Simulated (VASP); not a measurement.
MgO:

```xyz
2
Lattice="0.0000 2.1022 2.1022 2.1022 0.0000 2.1022 2.1022 2.1022 0.0000" Properties=species:S:1:pos:R:3 pbc="T T T"
Mg    0.0000    0.0000    0.0000
O     2.1022    2.1022    2.1022
```

Program: VASP 6.6.1. Alike in all runs: task single point; potentials or basis VASP PAW PBE potentials, release 64 (Mg, O); no spin polarisation; cell as given; cutoff (eV) 520; smearing gaussian 0.01 eV.

Task: Order these runs on this cell by their band gap on the k mesh, lowest first.
A. level r2SCAN; k mesh 6 × 6 × 6
B. level HSE06; k mesh 6 × 6 × 6; grid for exact exchange (PRECFOCK) Normal; share of exact exchange 0.25; screening parameter 0.2079 1/Å
C. level PBE; k mesh 8 × 8 × 8

Result: C (4.78 eV), A (5.66 eV), B (6.50 eV).

Caveats: some runs use coarse meshes.
